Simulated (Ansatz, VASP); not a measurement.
## AgI in VASP and in Ansatz

File INCAR:

```
  PREC = Accurate
  ENCUT = 500
  EDIFF = 1E-6
  ISMEAR = -1
  SIGMA = 0.01
  LREAL = F
  LASPH = T
  NELM = 120
  ALGO = Normal
  ISIF = 2
  LWAVE = F
  LCHARG = F
  GGA = PE
  NBANDS = 16
  GGA_COMPAT = F
```

File KPOINTS:

```
regular mesh
0
Gamma
  7 7 7
```

The input POSCAR:

```
AgI
1.0
    0.0000000000      3.2579343995      3.2579343995
    3.2579343995      0.0000000000      3.2579343995
    3.2579343995      3.2579343995      0.0000000000
Ag I
1 1
Direct
    0.0000000000      0.0000000000      0.0000000000
    0.7500000000      0.7500000000      0.7500000000
```

Input for Ansatz:

```yaml
crystal:
  lattice:
    - [0.0, 3.2579343995, 3.2579343995]
    - [3.2579343995, 0.0, 3.2579343995]
    - [3.2579343995, 3.2579343995, 0.0]
  atoms:
    - { symbol: Ag, position: [0.0, 0.0, 0.0] }
    - { symbol: I, position: [0.75, 0.75, 0.75] }
kpoints:
  mp_grid: { grid: [7, 7, 7] }
scf:
  occupations: { method: fermi_dirac, width: 0.01 }
hamiltonian:
  xc: pbe
  pseudopotentials: { kind: all_electron, lapw: { basis_error: 0.0005 } }
output:
  forces: true
  stress: true
  eigenvalues: true
```

Change from the starting cell: volume scaled by 1.02.

Alike in both runs: task single point; functional PBE; k mesh 7 × 7 × 7; occupations fermi-dirac, width 0.01 eV; no spin polarisation.

```csv
,VASP,Ansatz
version,VASP 6.6.1,Ansatz 0.2.0
potentials or method,"VASP PAW PBE potentials, release 64 (Ag, I), cutoff 500 eV","all-electron LAPW, scalar-relativistic"
```

```csv
,VASP,Ansatz,Ansatz less VASP
gap on the k mesh at the Fermi level (eV),1.34,1.34,-0.003
pressure (GPa),1.5,1.5,+0.06
```

Ansatz ran all-electron here, and VASP with PAW potentials.

Neither program's run includes spin-orbit coupling.
